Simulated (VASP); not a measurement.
Wanted: the native input for a VASP 6.6.1 run.

* Task: single point
* Functional: PBEsol
* Potentials or basis: VASP PAW PBE potentials, release 64 (C)
* Cutoff: 520 eV
* k mesh: 22 × 22 × 22
* Occupations: gaussian, width 0.05 eV
* Spin: no spin polarisation
* Dipole correction: no
* Further INCAR settings: ALGO = Normal; EDIFF = 1e-06; NBANDS = 11

The structure of C lies in POSCAR:

```
C
1.0
    0.0000000000      1.8002256987      1.8002256987
    1.8002256987      0.0000000000      1.8002256987
    1.8002256987      1.8002256987      0.0000000000
C
2
Direct
    0.0000000000      0.0000000000      0.0000000000
    0.2500000000      0.2500000000      0.2500000000
```

This cell differs from its parent crystal: volume scaled by 1.040.

These files were run (other wordings do the same):

INCAR

```
SYSTEM = C
  PREC = Accurate
  ENCUT = 520
  EDIFF = 1E-6
  ISMEAR = 0
  SIGMA = 0.05
  LREAL = .False.
  LASPH = .True.
  NELM = 80
  ALGO = Normal
  ISIF = 2
  LWAVE = .False.
  LCHARG = .False.
  GGA = PS
  NBANDS = 11
```

KPOINTS

```
regular mesh
0
Gamma
  22 22 22
  0 0 0
```

Potentials or basis: VASP PAW PBE potentials, release 64 (C).

Run with:

```bash
$ cat potpaw_PBE.64/C/POTCAR > POTCAR
$ mpirun -np 1 vasp_std > vasp.out
```

It gave:

The pressure is -15.5 GPa. The band gap on the k mesh is 3.94 eV, indirect (least direct gap 5.46 eV).

Caveat: the PAW data sets were made with another functional, which shifts forces and pressure a little.

Run time: 44 s on 1 thread of Intel Xeon 8259CL (shared host), peak memory 0.14 GiB.
